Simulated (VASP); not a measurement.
# Sr (P6_3/mmc) in VASP: a series of runs

The runs below take Sr through single point, with PBEsol.

Program: VASP 6.6.1. These are calculated values, not measurements. Logs are shortened: lines on timing, memory, paths and dates and some standing lists are left out, and cuts for length are marked.

**1. The cell of the first run**

It takes space group P6_3/mmc (No. 194, hexagonal). The conventional cell has a = 4.310 Å, b = 4.310 Å, c = 7.261 Å, α = 90.00°, β = 90.00°, γ = 120.00°. Sr (site symmetry -6m2) has 12 Sr at 4.31 to 4.40 Å within 5.7 Å.

**2. Single point, PBEsol (strain +0.000 along x and y, +0.030 along z)**

Contents of INCAR:

```
SYSTEM = Sr
  PREC = Accurate
  ENCUT = 520
  EDIFF = 1E-6
  ISMEAR = 0
  SIGMA = 0.15
  LREAL = .False.
  LASPH = .True.
  NELM = 80
  ALGO = Fast
  ISIF = 2
  LWAVE = .False.
  LCHARG = .False.
  GGA = PS
  NBANDS = 17
```

Contents of KPOINTS:

```
Automatic mesh
0
Gamma
  15 15 8
  0 0 0
```

Contents of POSCAR:

```
Sr
1.0
    4.3100002207      0.0000000000      0.0000000000
   -2.1550001104      3.7325696814      0.0000000000
    0.0000000000      0.0000000000      7.2615000000
Sr
2
Direct
    0.3333333333      0.6666666667      0.2500000000
    0.6666666667      0.3333333333      0.7500000000
```

Potentials or basis: VASP PAW PBE potentials, release 64 (Sr_sv).

On the command line:

```sh
$ cat potpaw_PBE.64/Sr_sv/POTCAR > POTCAR
$ mpirun -np 1 vasp_std > vasp.out
```

OUTCAR:

```text
SYSTEM = Sr
   PREC = Accurate
   ENCUT = 520
   EDIFF = 1E-6
   ISMEAR = 0
   LREAL = .False.
   LASPH = .True.
   NELM = 80
   ISIF = 2
   GGA = PS

 ion  position               nearest neighbor table
   1  0.333  0.667  0.250-   2 4.40   2 4.40   2 4.40   2 4.40   2 4.40   2 4.40
   2  0.667  0.333  0.750-   1 4.40   1 4.40   1 4.40   1 4.40   1 4.40   1 4.40

  LATTYP: Found a hexagonal cell.
 ALAT       =     4.3100002207
 C/A-ratio  =     1.6848026979

  Lattice vectors:

 A1 = (   4.3100002207,   0.0000000000,   0.0000000000)
 A2 = (  -2.1550001104,   3.7325696814,   0.0000000000)
 A3 = (   0.0000000000,   0.0000000000,   7.2615000000)

Analysis of symmetry for initial positions (statically):
=====================================================================
 Subroutine PRICEL returns:
 Original cell was already a primitive cell.

 Routine SETGRP: Setting up the symmetry group for a
 hexagonal supercell.

 Subroutine GETGRP returns: Found 24 space group operations
 (whereof 12 operations were pure point group operations)
 out of a pool of 24 trial point group operations.

The static configuration has the point symmetry D_3d.
 The point group associated with its full space group is D_6h.

Analysis of symmetry for dynamics (positions and initial velocities):
=====================================================================
 Subroutine PRICEL returns:
 Original cell was already a primitive cell.

 Routine SETGRP: Setting up the symmetry group for a
 hexagonal supercell.

 Subroutine GETGRP returns: Found 24 space group operations
 (whereof 12 operations were pure point group operations)
 out of a pool of 24 trial point group operations.

The dynamic configuration has the point symmetry D_3d.
 The point group associated with its full space group is D_6h.

 Subroutine INISYM returns: Found 24 space group operations
 (whereof 12 operations are pure point group operations),
 and found     1 'primitive' translations

----------------------------------------------------------------------------------------

                                     Primitive cell

  volume of cell :     116.8185

  direct lattice vectors                    reciprocal lattice vectors
     4.310000221  0.000000000  0.000000000     0.232018550  0.133955972  0.000000000
    -2.155000110  3.732569681  0.000000000     0.000000000  0.267911944  0.000000000
     0.000000000  0.000000000  7.261500000     0.000000000  0.000000000  0.137712594

  length of vectors
     4.310000221  4.310000221  7.261500000     0.267911944  0.267911944  0.137712594

  position of ions in fractional coordinates (direct lattice)
     0.333333333  0.666666667  0.250000000
     0.666666667  0.333333333  0.750000000

  ion indices of the primitive-cell ions
   primitive index   ion index
                 1           1
                 2           2

----------------------------------------------------------------------------------------

 KPOINTS: Automatic mesh

Automatic generation of k-mesh.
 Grid dimensions read from file:
 generate k-points for:   15   15    8

 Generating k-lattice:

  Cartesian coordinates                     Fractional coordinates (reciprocal lattice)
     0.015467903  0.008930398  0.000000000     0.066666667 -0.000000000  0.000000000
     0.000000000  0.017860796  0.000000000     0.000000000  0.066666667  0.000000000
     0.000000000  0.000000000  0.017214074     0.000000000  0.000000000  0.125000000

  Length of vectors
     0.017860796  0.017860796  0.017214074

  Shift w.r.t. Gamma in fractional coordinates (k-lattice)
     0.000000000  0.000000000  0.000000000

 Subroutine IBZKPT returns following result:
 ===========================================

 Found    135 irreducible k-points:

 Following reciprocal coordinates:
            Coordinates               Weight
  0.000000  0.000000  0.000000      1.000000
  0.066667  0.000000  0.000000      6.000000
  0.133333  0.000000  0.000000      6.000000
  0.200000  0.000000  0.000000      6.000000
  0.266667  0.000000  0.000000      6.000000
  0.333333  0.000000  0.000000      6.000000
[... 16 lines left out ...]
  0.333333  0.200000  0.000000     12.000000
  0.400000  0.200000  0.000000      6.000000
 [... further k-points ...]
   k-points           NKPTS =    135   k-points in BZ     NKDIM =    135   number of bands    NBANDS=     17
   number of dos      NEDOS =    301   number of ions     NIONS =      2
   total plane-waves  NPLWV =  55296
   dimension x,y,z NGX =    32 NGY =   32 NGZ =   54
   dimension x,y,z NGXF=    64 NGYF=   64 NGZF=  108
   ions per type =               2
   NGX,Y,Z   is equivalent  to a cutoff of  12.34, 12.34, 12.36 a.u.
   NGXF,Y,Z  is equivalent  to a cutoff of  24.69, 24.69, 24.73 a.u.
 SYSTEM =  Sr
   PREC   = accura    normal or accurate (medium, high low for compatibility)
   ISTART =      0    job   : 0-new  1-cont  2-samecut
   ICHARG =      2    charge: 1-file 2-atom 10-const
   ISPIN  =      1    spin polarized calculation?
   LNONCOLLINEAR =      F non collinear calculations
   LSORBIT =      F    spin-orbit coupling
   LASPH  =      T    aspherical Exc in radial PAW
   ENCUT  =  520.0 eV  38.22 Ry    6.18 a.u.   8.01  8.01 13.50*2*pi/ulx,y,z
   NELM   =     80;   NELMIN=  2; NELMDL= -5     # of ELM steps
   EDIFF  = 0.1E-05   stopping-criterion for ELM
   LREAL  =      F    real-space projection
   EDIFFG = 0.1E-04   stopping-criterion for IOM
   NSW    =      0    number of steps for IOM
   IBRION =     -1    ionic relax: 0-MD 1-quasi-New 2-CG
   NFREE  =      0    steps in history (QN), initial steepest desc. (CG)
   ISIF   =      2    stress and relaxation
   ISYM   =      2    0-nonsym 1-usesym 2-fastsym
   POTIM  = 0.5000    time-step for ionic-motion
   TEBEG  =    0.0;   TEEND  =   0.0 temperature during run
   PSTRESS=    0.0 pullay stress
   NELECT =      20.0000    total number of electrons
   NUPDOWN=      -1.0000    fix difference up-down
   EMIN   =  10.00;   EMAX   =-10.00  energy-range for DOS
   EFERMI =   0.00;   METHOD = LEGACY
   ISMEAR =     0;   SIGMA  =   0.15  broadening in eV -4-tet -1-fermi 0-gaus
   EFERMI_NEDOS =   21; number of points for ismear=-14 and -15
   IALGO  =     68    algorithm
   IMIX   =      4    mixing-type and parameters
     AMIX     =   0.40;   BMIX     =  1.00
     AMIX_MAG =   1.60;   BMIX_MAG =  1.00
  volume/ion in A,a.u.               =      58.41       394.17
  Fermi-wavevector in a.u.,A,eV,Ry     =   0.909036  1.717829 11.243121  0.826346
  Thomas-Fermi vector in A             =   2.033033
   LORBIT       =      0    0 simple, 1 ext, 2 COOP (PROOUT), +10 PAW based schemes
   GGA     = PS    functional components
   LHFCALC =     F    Hartree Fock is set to
   AEXX    =    0.0000 exact exchange contribution
   IVDW    =     0    specifies the selected vdW correction
   LEPSILON=     F    determine dielectric tensor
   LRPA    =     F    only Hartree local field effects (RPA)
 non-spin polarized calculation
 RMM-DIIS sequential band-by-band and
 Gauss-broadening in eV      SIGMA  =   0.15
  energy-cutoff  :      520.00
  volume of cell :      116.82
 maximum number of plane-waves:      3168
   NGX = 17   NGY = 17   NGZ = 27

 number of electron      20.0000000 magnetization

 Free energy of the ion-electron system (eV)
  ---------------------------------------------------
  ext. energy  EPLUGINS =         0.00000000
  ---------------------------------------------------
  free energy    TOTEN  =        -3.63662916 eV

  energy without entropy =       -3.60927335  energy(sigma->0) =       -3.62295126

 E-fermi :   1.3053     XC(G=0):  -7.2478

 val. band max:        1.3026551513   @ k =   0.3333   0.0000   0.0000
 cond. band min:       1.3292949218   @ k =   0.2667   0.1333   0.0000
 fundamental gap:      0.0266397705
 Fermi energy:         1.3053139276

 k-point     1 :       0.0000    0.0000    0.0000
  band No.  band energies     occupation
      1     -35.3613      2.00000
      2     -35.3523      2.00000
      3     -17.4168      2.00000
      4     -17.2892      2.00000
      5     -17.2892      2.00000
      6     -17.2709      2.00000
[... 9 lines left out ...]
     16       3.9077      0.00000
     17       4.5136      0.00000

 k-point     2 :       0.0667    0.0000    0.0000
  band No.  band energies     occupation
      1     -35.3609      2.00000
      2     -35.3520      2.00000
      3     -17.4146      2.00000
      4     -17.2950      2.00000
      5     -17.2909      2.00000
      6     -17.2767      2.00000
[... 9 lines left out ...]
     16       3.9669      0.00000
     17       4.4370      0.00000

 k-point     3 :       0.1333    0.0000    0.0000
  band No.  band energies     occupation
      1     -35.3596      2.00000
      2     -35.3513      2.00000
      3     -17.4081      2.00000
      4     -17.3115      2.00000
      5     -17.2958      2.00000
      6     -17.2936      2.00000
[... 9 lines left out ...]
     16       4.0767      0.00000
     17       4.1787      0.00000

 k-point     4 :       0.2000    0.0000    0.0000
  band No.  band energies     occupation
      1     -35.3578      2.00000
      2     -35.3503      2.00000
      3     -17.3981      2.00000
      4     -17.3360      2.00000
      5     -17.3181      2.00000
      6     -17.3029      2.00000
[... 9 lines left out ...]
     16       4.0626      0.00000
     17       4.0793      0.00000

 k-point     5 :       0.2667    0.0000    0.0000
  band No.  band energies     occupation
      1     -35.3555      2.00000
      2     -35.3491      2.00000
      3     -17.3856      2.00000
      4     -17.3641      2.00000
      5     -17.3458      2.00000
      6     -17.3109      2.00000
[... 9 lines left out ...]
     16       4.2189      0.00000
     17       4.4649      0.00000

 k-point     6 :       0.3333    0.0000    0.0000
  band No.  band energies     occupation
      1     -35.3533      2.00000
      2     -35.3481      2.00000
      3     -17.3910      2.00000
      4     -17.3719      2.00000
      5     -17.3717      2.00000
      6     -17.3184      2.00000
[... 9 lines left out ...]
     16       4.5349      0.00000
     17       4.8893      0.00000

 k-point     7 :       0.4000    0.0000    0.0000
  band No.  band energies     occupation
      1     -35.3515      2.00000
      2     -35.3475      2.00000
      3     -17.4121      2.00000
      4     -17.3917      2.00000
      5     -17.3592      2.00000
      6     -17.3242      2.00000
[... 9 lines left out ...]
     16       4.8626      0.00000
     17       5.4430      0.00000

 k-point     8 :       0.4667    0.0000    0.0000
  band No.  band energies     occupation
      1     -35.3503      2.00000
      2     -35.3473      2.00000
      3     -17.4236      2.00000
      4     -17.4025      2.00000
      5     -17.3505      2.00000
      6     -17.3274      2.00000
[... 9 lines left out ...]
     16       5.1625      0.00000
     17       5.9625      0.00000
[... 203 lines left out ...]
      1     -35.3509      2.00000
      2     -35.3473      2.00000
      3     -17.4067      2.00000
      4     -17.3888      2.00000
      5     -17.3547      2.00000
      6     -17.3350      2.00000
[... 9 lines left out ...]
     16       4.6896      0.00000
     17       5.0693      0.00000

 k-point    20 :       0.4000    0.1333    0.0000
  band No.  band energies     occupation
      1     -35.3498      2.00000
      2     -35.3472      2.00000
      3     -17.4167      2.00000
      4     -17.3961      2.00000
      5     -17.3458      2.00000
      6     -17.3401      2.00000
[... 9 lines left out ...]
     16       4.9308      0.00000
     17       5.2296      0.00000

 k-point    21 :       0.2000    0.2000    0.0000
  band No.  band energies     occupation
      1     -35.3528      2.00000
      2     -35.3479      2.00000
      3     -17.3782      2.00000
      4     -17.3768      2.00000
      5     -17.3684      2.00000
      6     -17.3256      2.00000
[... 9 lines left out ...]
     16       4.3966      0.00000
     17       4.7738      0.00000

 k-point    22 :       0.2667    0.2000    0.0000
  band No.  band energies     occupation
      1     -35.3510      2.00000
      2     -35.3474      2.00000
      3     -17.3948      2.00000
      4     -17.3850      2.00000
      5     -17.3557      2.00000
      6     -17.3385      2.00000
[... 9 lines left out ...]
     16       4.6143      0.00000
     17       4.7727      0.00000

 k-point    23 :       0.3333    0.2000    0.0000
  band No.  band energies     occupation
      1     -35.3496      2.00000
      2     -35.3472      2.00000
      3     -17.4059      2.00000
      4     -17.3885      2.00000
      5     -17.3496      2.00000
      6     -17.3443      2.00000
[... 9 lines left out ...]
     16       4.6325      0.00000
     17       4.9770      0.00000

 k-point    24 :       0.4000    0.2000    0.0000
  band No.  band energies     occupation
      1     -35.3490      2.00000
      2     -35.3472      2.00000
      3     -17.4097      2.00000
      4     -17.3891      2.00000
      5     -17.3542      2.00000
      6     -17.3389      2.00000
[... 9 lines left out ...]
     16       4.7384      0.00000
     17       4.9619      0.00000

 [... further k-points ...]
[... 5 lines left out ...]
  --------------------------------------------------------------------------------------
  -------------------------------------------------------------------------------------
  Total       -0.6884952     -0.6884952     -1.0524926      0.0000000      0.0000000      0.0000000
  in kB       -9.4427812     -9.4427812    -14.4350423      0.0000000      0.0000000      0.0000000
  external PRESSURE =     -11.1068683 kB  Pullay stress =       0.0000000 kB

 VOLUME and BASIS-vectors are now :
 -----------------------------------------------------------------------------
  energy-cutoff  :      520.00
  volume of cell :      116.82
      direct lattice vectors                 reciprocal lattice vectors
     4.310000221  0.000000000  0.000000000     0.232018550  0.133955972  0.000000000
    -2.155000110  3.732569681  0.000000000     0.000000000  0.267911944  0.000000000
     0.000000000  0.000000000  7.261500000     0.000000000  0.000000000  0.137712594

 POSITION                                       TOTAL-FORCE (eV/Angst)
 -----------------------------------------------------------------------------------
     -0.00000      2.48838      1.81537         0.000000      0.000000      0.000000
      2.15500      1.24419      5.44613        -0.000000     -0.000000      0.000000
 -----------------------------------------------------------------------------------
    total drift:                               -0.000000      0.000000     -0.000000

  FREE ENERGIE OF THE ION-ELECTRON SYSTEM (eV)
  ---------------------------------------------------
  free  energy   TOTEN  =        -3.6366291649 eV

  energy  without entropy=       -3.6092733535  energy(sigma->0) =       -3.62295126
```

Wall time 6.3 min (1 thread of Oxide Virtual Turin-like, shared host); peak memory 0.34 GiB.

Results:

* Free energy: -3.6366 eV
* Pressure: -1.1 GPa
* Band gap on the k mesh: zero (band 10 reaches 1.48 eV, above the bottom of band 11 at 1.20 eV)

Levels at points of the mesh, in eV from the Fermi level:
```csv
k point,band 8,band 9,band 10,band 11,band 12,band 13
"(0.00, 0.00, 0.00)",-18.58,-3.57,-1.22,-0.10,2.08,2.26
"(0.00, 0.00, 0.50)",-18.59,-2.72,-2.72,1.14,1.14,2.27
```

Caveat: the cell differs from its parent crystal (strain +0.000 along x and y, +0.030 along z); the PAW data sets were made with another functional, which shifts forces and pressure a little.

(Continued in part 2 of 2.)
